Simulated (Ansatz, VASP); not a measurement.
## PbS: VASP beside Ansatz

INCAR

```
  PREC = Accurate
  ENCUT = 520
  EDIFF = 1E-7
  ISMEAR = -1
  SIGMA = 0.05
  LREAL = F
  LASPH = T
  NELM = 60
  ALGO = Normal
  ISIF = 2
  LWAVE = F
  LCHARG = F
  GGA = PE
  NBANDS = 28
```

Contents of KPOINTS:

```
regular mesh
0
Gamma
  6 6 2
```

POSCAR

```
PbS
1.0
    3.0220759737     -3.0245919718      0.0000000000
    3.0220759737      3.0245919718      0.0000000000
   -2.1259410415      0.0000000000     22.4988981127
Pb S
2 2
Direct
    0.2778832700      0.2674392800      0.0643015600
    0.7325607200      0.7221167300      0.9356984400
    0.7842103300      0.7540543200      0.0556270400
    0.2459456800      0.2157896700      0.9443729600
```

Contents of input.yaml:

```yaml
crystal:
  lattice:
    - [3.0220759737, -3.0245919718, 0.0]
    - [3.0220759737, 3.0245919718, 0.0]
    - [-2.1259410415, 0.0, 22.4988981127]
  atoms:
    - { symbol: Pb, position: [0.27788327, 0.26743928, 0.06430156] }
    - { symbol: Pb, position: [0.73256072, 0.72211673, 0.93569844] }
    - { symbol: S, position: [0.78421033, 0.75405432, 0.05562704] }
    - { symbol: S, position: [0.24594568, 0.21578967, 0.94437296] }
hamiltonian:
  xc: pbe
  pseudopotentials: { kind: paw }
kpoints:
  mp_grid: { grid: [6, 6, 2] }
scf:
  occupations: { method: fermi_dirac, width: 0.05 }
output:
  forces: true
  stress: true
  eigenvalues: true
```

Alike in both runs: task single point; functional PBE; k mesh 6 × 6 × 2; occupations fermi-dirac, width 0.05 eV; no spin polarisation.

```csv
,VASP,Ansatz
version,VASP 6.6.1,Ansatz 0.2.0
potentials or method,"VASP PAW PBE potentials, release 64 (Pb_d, S)",Ansatz PAW
plane-wave cutoff (eV),520,420
valence electrons in the cell,40,40
```

Ansatz gave:

* gap on the k mesh at the Fermi level (eV): 2.11
* least direct gap on the mesh (eV): 2.18
* rms of the force components (eV/Å): 0.071

**Question.** Estimate VASP's values.

**Answer.** gap on the k mesh at the Fermi level (eV): 2.11; least direct gap on the mesh (eV): 2.18; rms of the force components (eV/Å): 0.073.

Atom by atom the forces differ by 0.002 eV/Å (rms over components). With one functional, cell and mesh, what is left measures potentials, basis and numerics.

Neither program's run includes spin-orbit coupling.
